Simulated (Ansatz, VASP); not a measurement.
# One calculation of SrCl2, two programs

```
Sr Cl
1.0
     0.00000    3.49772    3.49772
     3.49772    0.00000    3.49772
     3.49772    3.49772    0.00000
Sr Cl
1 2
Direct
  0.00000 0.00000 0.00000
  0.25000 0.25000 0.25000
  0.75000 0.75000 0.75000
```

Alike in both runs: task single point; functional PBE; k mesh 6 × 6 × 6; no spin polarisation.

|  | VASP | Ansatz |
| --- | --- | --- |
| version | VASP 6.6.1 | Ansatz 0.2.0 |
| potentials or method | VASP PAW PBE potentials, release 64 (Sr_sv, Cl) | plane waves, PAW |
| plane-wave cutoff (eV) | 520 | 420 |
| occupations | gaussian, width 0.01 eV | fixed |
| valence electrons in the cell | 24 | 24 |

|  | VASP | Ansatz | Ansatz less VASP |
| --- | --- | --- | --- |
| gap on the k mesh at the Fermi level (eV) | 5.31 | 5.31 | +0.005 |
